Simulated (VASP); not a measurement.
# NbP (I4_1md) in VASP: single point with PBE

Aim: the single point of NbP with PBE.

Program: VASP 6.6.1. These are calculated values, not measurements. Logs are shortened: lines on timing, memory, paths and dates and some standing lists are left out, and cuts for length are marked.

**1. The cell of the first run**

It takes space group I4_1md (No. 109, tetragonal). The conventional cell has a = 3.347 Å, b = 3.347 Å, c = 11.885 Å, α = 90.00°, β = 90.00°, γ = 90.00°. Nb (site symmetry 2mm) has 6 P at 2.56 to 2.60 Å and 4 Nb at 3.35 Å within 3.4 Å. P (site symmetry 2mm) has 6 Nb at 2.56 to 2.60 Å and 4 P at 3.35 Å within 3.4 Å.

**2. Single point, PBE (strain +0.000 along x and y, +0.040 along z)**

The input, INCAR:

```
ALGO = Normal
EDIFF = 1E-6
ENCUT = 520
GGA = PE
ISIF = 2
ISMEAR = 0
LASPH = T
LCHARG = F
LREAL = F
LWAVE = F
NBANDS = 26
NELM = 100
PREC = Accurate
SIGMA = 0.15
```

The input, KPOINTS:

```
k-points
0
Gamma
  20 20 20
```

The input, POSCAR:

```
NbP
1.0
   -1.6735234228      1.6735234228      5.9425415200
    1.6735234228     -1.6735234228      5.9425415200
    1.6735234228      1.6735234228     -5.9425415200
Nb P
2 2
Direct
    0.7500346828      0.7500346828      0.0000000000
    0.5000346828      0.0000346828      0.5000000000
    0.3325938922      0.3325938922      0.0000000000
    0.0825938922      0.5825938922      0.5000000000
```

Potentials or basis: VASP PAW PBE potentials, release 64 (Nb_sv, P).

Launch:

```sh
cat potpaw_PBE.64/Nb_sv/POTCAR potpaw_PBE.64/P/POTCAR > POTCAR
mpirun -np 1 vasp_std > vasp.out
```

OUTCAR:

```text
EDIFF = 1E-6
   ENCUT = 520
   GGA = PE
   ISIF = 2
   ISMEAR = 0
   LASPH = T
   LREAL = F
   NELM = 100
   PREC = Accurate

 ion  position               nearest neighbor table
   1  0.750  0.750  0.000-   3 2.56   3 2.56   3 2.56   3 2.56   4 2.60   4 2.60
   2  0.500  0.000  0.500-   4 2.56   4 2.56   4 2.56   4 2.56   3 2.60   3 2.60
   3  0.333  0.333  0.000-   1 2.56   1 2.56   1 2.56   1 2.56   2 2.60   2 2.60
   4  0.083  0.583  0.500-   2 2.56   2 2.56   2 2.56   2 2.56   1 2.60   1 2.60

  LATTYP: Found a body centered tetragonal cell.
 ALAT       =     3.3470468456
 C/A-ratio  =     3.5509162519

  Lattice vectors:

 A1 = (  -1.6735234228,   1.6735234228,   5.9425415200)
 A2 = (   1.6735234228,  -1.6735234228,   5.9425415200)
 A3 = (   1.6735234228,   1.6735234228,  -5.9425415200)

Analysis of symmetry for initial positions (statically):
=====================================================================
 Subroutine PRICEL returns:
 Original cell was already a primitive cell.

 Routine SETGRP: Setting up the symmetry group for a
 body centered tetragonal supercell.

 Subroutine GETGRP returns: Found  8 space group operations
 (whereof  4 operations were pure point group operations)
 out of a pool of 16 trial point group operations.

The static configuration has the point symmetry C_2v.
 The point group associated with its full space group is C_4v.

Analysis of symmetry for dynamics (positions and initial velocities):
=====================================================================
 Subroutine PRICEL returns:
 Original cell was already a primitive cell.

 Routine SETGRP: Setting up the symmetry group for a
 body centered tetragonal supercell.

 Subroutine GETGRP returns: Found  8 space group operations
 (whereof  4 operations were pure point group operations)
 out of a pool of 16 trial point group operations.

The dynamic configuration has the point symmetry C_2v.
 The point group associated with its full space group is C_4v.

 Subroutine INISYM returns: Found  8 space group operations
 (whereof  4 operations are pure point group operations),
 and found     1 'primitive' translations

----------------------------------------------------------------------------------------

                                     Primitive cell

  volume of cell :      66.5726

  direct lattice vectors                    reciprocal lattice vectors
    -1.673523423  1.673523423  5.942541520     0.000000000  0.298770841  0.084139084
     1.673523423 -1.673523423  5.942541520     0.298770841  0.000000000  0.084139084
     1.673523423  1.673523423 -5.942541520     0.298770841  0.298770841  0.000000000

  length of vectors
     6.396495995  6.396495995  6.396495995     0.310392334  0.310392334  0.422525775

  position of ions in fractional coordinates (direct lattice)
     0.750034683  0.750034683  0.000000000
     0.500034683  0.000034683  0.500000000
     0.332593892  0.332593892  0.000000000
     0.082593892  0.582593892  0.500000000

  ion indices of the primitive-cell ions
   primitive index   ion index
                 1           1
                 2           2
                 3           3
                 4           4

----------------------------------------------------------------------------------------

 KPOINTS: k-points

Automatic generation of k-mesh.
 Grid dimensions read from file:
 generate k-points for:   20   20   20

 Generating k-lattice:

  Cartesian coordinates                     Fractional coordinates (reciprocal lattice)
     0.000000000  0.014938542  0.004206954     0.050000000  0.000000000  0.000000000
     0.014938542  0.000000000  0.004206954     0.000000000  0.050000000  0.000000000
     0.014938542  0.014938542  0.000000000     0.000000000  0.000000000  0.050000000

  Length of vectors
     0.015519617  0.015519617  0.021126289

  Shift w.r.t. Gamma in fractional coordinates (k-lattice)
     0.000000000  0.000000000  0.000000000

 Subroutine IBZKPT returns following result:
 ===========================================

 Found    641 irreducible k-points:

 Following reciprocal coordinates:
            Coordinates               Weight
  0.000000  0.000000  0.000000      1.000000
  0.050000 -0.000000  0.000000      8.000000
  0.100000 -0.000000  0.000000      8.000000
  0.150000 -0.000000  0.000000      8.000000
  0.200000 -0.000000  0.000000      8.000000
  0.250000 -0.000000  0.000000      8.000000
[... 16 lines left out ...]
 -0.400000  0.050000  0.000000     16.000000
 -0.350000  0.050000 -0.000000     16.000000
 [... further k-points ...]
   k-points           NKPTS =    641   k-points in BZ     NKDIM =    641   number of bands    NBANDS=     26
   number of dos      NEDOS =    301   number of ions     NIONS =      4
   total plane-waves  NPLWV = 110592
   dimension x,y,z NGX =    48 NGY =   48 NGZ =   48
   dimension x,y,z NGXF=    96 NGYF=   96 NGZF=   96
   ions per type =               2   2
   NGX,Y,Z   is equivalent  to a cutoff of  12.48, 12.48, 12.48 a.u.
   NGXF,Y,Z  is equivalent  to a cutoff of  24.95, 24.95, 24.95 a.u.
 SYSTEM =  unknown system
   PREC   = accura    normal or accurate (medium, high low for compatibility)
   ISTART =      0    job   : 0-new  1-cont  2-samecut
   ICHARG =      2    charge: 1-file 2-atom 10-const
   ISPIN  =      1    spin polarized calculation?
   LNONCOLLINEAR =      F non collinear calculations
   LSORBIT =      F    spin-orbit coupling
   LASPH  =      T    aspherical Exc in radial PAW
   ENCUT  =  520.0 eV  38.22 Ry    6.18 a.u.  11.89 11.89 11.89*2*pi/ulx,y,z
   NELM   =    100;   NELMIN=  2; NELMDL= -5     # of ELM steps
   EDIFF  = 0.1E-05   stopping-criterion for ELM
   LREAL  =      F    real-space projection
   EDIFFG = 0.1E-04   stopping-criterion for IOM
   NSW    =      0    number of steps for IOM
   IBRION =     -1    ionic relax: 0-MD 1-quasi-New 2-CG
   NFREE  =      0    steps in history (QN), initial steepest desc. (CG)
   ISIF   =      2    stress and relaxation
   ISYM   =      2    0-nonsym 1-usesym 2-fastsym
   POTIM  = 0.5000    time-step for ionic-motion
   TEBEG  =    0.0;   TEEND  =   0.0 temperature during run
   PSTRESS=    0.0 pullay stress
   NELECT =      36.0000    total number of electrons
   NUPDOWN=      -1.0000    fix difference up-down
   EMIN   =  10.00;   EMAX   =-10.00  energy-range for DOS
   EFERMI =   0.00;   METHOD = LEGACY
   ISMEAR =     0;   SIGMA  =   0.15  broadening in eV -4-tet -1-fermi 0-gaus
   EFERMI_NEDOS =   21; number of points for ismear=-14 and -15
   IALGO  =     38    algorithm
   IMIX   =      4    mixing-type and parameters
     AMIX     =   0.40;   BMIX     =  1.00
     AMIX_MAG =   1.60;   BMIX_MAG =  1.00
  volume/ion in A,a.u.               =      16.64       112.31
  Fermi-wavevector in a.u.,A,eV,Ry     =   1.333758  2.520437 24.203548  1.778911
  Thomas-Fermi vector in A             =   2.462592
   LORBIT       =      0    0 simple, 1 ext, 2 COOP (PROOUT), +10 PAW based schemes
   GGA     = PE    functional components
   LHFCALC =     F    Hartree Fock is set to
   AEXX    =    0.0000 exact exchange contribution
   IVDW    =     0    specifies the selected vdW correction
   LEPSILON=     F    determine dielectric tensor
   LRPA    =     F    only Hartree local field effects (RPA)
 non-spin polarized calculation
 Gauss-broadening in eV      SIGMA  =   0.15
  energy-cutoff  :      520.00
  volume of cell :       66.57
 maximum number of plane-waves:      1810
   NGX = 23   NGY = 23   NGZ = 23

 number of electron      36.0000001 magnetization

 Free energy of the ion-electron system (eV)
  ---------------------------------------------------
  ext. energy  EPLUGINS =         0.00000000
  ---------------------------------------------------
  free energy    TOTEN  =       -35.23485093 eV

  energy without entropy =      -35.22928370  energy(sigma->0) =      -35.23206732

 E-fermi :  10.1373     XC(G=0): -11.8218

 val. band max:       10.1170117962   @ k =  -0.1500   0.4500   0.1500
 cond. band min:      10.1482102332   @ k =  -0.1500   0.4000   0.1500
 fundamental gap:      0.0311984369
 Fermi energy:        10.1372643669

 k-point     1 :       0.0000    0.0000    0.0000
  band No.  band energies     occupation
      1     -44.9181      2.00000
      2     -44.8921      2.00000
      3     -21.1347      2.00000
      4     -20.9455      2.00000
      5     -20.9455      2.00000
      6     -20.8362      2.00000
[... 18 lines left out ...]
     25      14.0659      0.00000
     26      14.0660      0.00000

 k-point     2 :       0.0500   -0.0000    0.0000
  band No.  band energies     occupation
      1     -44.9176      2.00000
      2     -44.8918      2.00000
      3     -21.1327      2.00000
      4     -20.9521      2.00000
      5     -20.9449      2.00000
      6     -20.8411      2.00000
[... 18 lines left out ...]
     25      14.0199      0.00000
     26      14.1927      0.00000

 k-point     3 :       0.1000   -0.0000    0.0000
  band No.  band energies     occupation
      1     -44.9160      2.00000
      2     -44.8910      2.00000
      3     -21.1269      2.00000
      4     -20.9710      2.00000
      5     -20.9433      2.00000
      6     -20.8579      2.00000
[... 18 lines left out ...]
     25      14.0554      0.00000
     26      14.5234      0.00000

 k-point     4 :       0.1500   -0.0000    0.0000
  band No.  band energies     occupation
      1     -44.9135      2.00000
      2     -44.8897      2.00000
      3     -21.1182      2.00000
      4     -20.9997      2.00000
      5     -20.9408      2.00000
      6     -20.8845      2.00000
[... 18 lines left out ...]
     25      14.2413      0.00000
     26      14.9605      0.00000

 k-point     5 :       0.2000   -0.0000    0.0000
  band No.  band energies     occupation
      1     -44.9104      2.00000
      2     -44.8881      2.00000
      3     -21.1095      2.00000
      4     -21.0331      2.00000
      5     -20.9377      2.00000
      6     -20.9176      2.00000
[... 18 lines left out ...]
     25      14.4320      0.00000
     26      15.4120      0.00000

 k-point     6 :       0.2500   -0.0000    0.0000
  band No.  band energies     occupation
      1     -44.9068      2.00000
      2     -44.8864      2.00000
      3     -21.1110      2.00000
      4     -21.0586      2.00000
      5     -20.9532      2.00000
      6     -20.9342      2.00000
[... 427 lines left out ...]
 k-point    21 :       0.5000    0.0500    0.0000
  band No.  band energies     occupation
      1     -44.8939      2.00000
      2     -44.8815      2.00000
      3     -21.2199      2.00000
      4     -21.0867      2.00000
      5     -21.0008      2.00000
      6     -20.9292      2.00000
[... 18 lines left out ...]
     25      14.6897      0.00000
     26      15.9996      0.00000

 k-point    22 :      -0.4500    0.0500   -0.0000
  band No.  band energies     occupation
      1     -44.8947      2.00000
      2     -44.8815      2.00000
      3     -21.2136      2.00000
      4     -21.0820      2.00000
      5     -21.0051      2.00000
      6     -20.9297      2.00000
[... 18 lines left out ...]
     25      14.5972      0.00000
     26      16.1021      0.00000

 k-point    23 :      -0.4000    0.0500    0.0000
  band No.  band energies     occupation
      1     -44.8967      2.00000
      2     -44.8820      2.00000
      3     -21.1956      2.00000
      4     -21.0701      2.00000
      5     -21.0111      2.00000
      6     -20.9312      2.00000
[... 18 lines left out ...]
     25      14.4987      0.00000
     26      16.1898      0.00000

 k-point    24 :      -0.3500    0.0500   -0.0000
  band No.  band energies     occupation
      1     -44.8996      2.00000
      2     -44.8829      2.00000
      3     -21.1682      2.00000
      4     -21.0603      2.00000
      5     -21.0085      2.00000
      6     -20.9337      2.00000
[... 18 lines left out ...]
     25      14.5105      0.00000
     26      16.1674      0.00000

 [... further k-points ...]

------------------------ aborting loop because EDIFF is reached ----------------------------------------

  FORCE on cell =-STRESS in cart. coord.  units (eV):
  Direction    XX          YY          ZZ          XY          YZ          ZX
  --------------------------------------------------------------------------------------
  -------------------------------------------------------------------------------------
  Total       -1.8368687     -1.8368687     -4.2949574      0.0000000      0.0000000      0.0000000
  in kB      -44.2071886    -44.2071886   -103.3650305      0.0000000      0.0000000      0.0000000
  external PRESSURE =     -63.9264692 kB  Pullay stress =       0.0000000 kB

 VOLUME and BASIS-vectors are now :
 -----------------------------------------------------------------------------
  energy-cutoff  :      520.00
  volume of cell :       66.57
      direct lattice vectors                 reciprocal lattice vectors
    -1.673523423  1.673523423  5.942541520     0.000000000  0.298770841  0.084139084
     1.673523423 -1.673523423  5.942541520     0.298770841  0.000000000  0.084139084
     1.673523423  1.673523423 -5.942541520     0.298770841  0.298770841  0.000000000

 POSITION                                       TOTAL-FORCE (eV/Angst)
 -----------------------------------------------------------------------------------
      0.00000      0.00000      8.91422         0.000000     -0.000000     -0.208258
      0.00000      1.67352      0.00041        -0.000000      0.000000     -0.208258
      0.00000      0.00000      3.95291        -0.000000      0.000000      0.208258
      1.67352     -0.00000      0.98164         0.000000     -0.000000      0.208258
 -----------------------------------------------------------------------------------
    total drift:                               -0.000000     -0.000000     -0.000340

  FREE ENERGIE OF THE ION-ELECTRON SYSTEM (eV)
  ---------------------------------------------------
  free  energy   TOTEN  =       -35.2348509319 eV

  energy  without entropy=      -35.2292836985  energy(sigma->0) =      -35.23206732
```

Run time: 37 min. Hardware: 1 thread of Intel Xeon Platinum 8259CL at 2.50GHz (Skylake/Cascade Lake), shared host; peak memory 1 GiB.

What came out:

- Free energy: -35.2349 eV
- Pressure: -6.4 GPa
- Largest force: 0.208 eV/Å
- Band gap on the k mesh: zero (band 18 reaches 10.29 eV, above the bottom of band 19 at 10.09 eV)

Forces in eV/Å, atoms in the order of the input:
```
Nb   0.000  0.000 -0.208
Nb   0.000  0.000 -0.208
P    0.000  0.000  0.208
P    0.000  0.000  0.208
```

Levels at points of the mesh, in eV from the Fermi level:
```csv
k point,band 14,band 15,band 16,band 17,band 18,band 19,band 20,band 21,band 22,band 23
"(0.00, 0.00, 0.00)",-2.05,-2.05,-1.83,-1.29,-1.29,0.94,1.55,2.44,3.11,3.11
"(0.50, 0.00, 0.00)",-2.99,-2.21,-1.89,-1.54,-0.33,0.15,1.27,2.14,2.63,3.18
"(0.50, 0.50, 0.00)",-4.52,-2.92,-2.92,-0.38,-0.38,2.82,2.82,2.99,2.99,3.70
"(0.50, 0.50, 0.50)",-2.54,-2.51,-2.51,-0.46,-0.46,1.22,1.22,2.16,2.16,3.22
```

Caveat: the cell differs from its parent crystal (strain +0.000 along x and y, +0.040 along z).
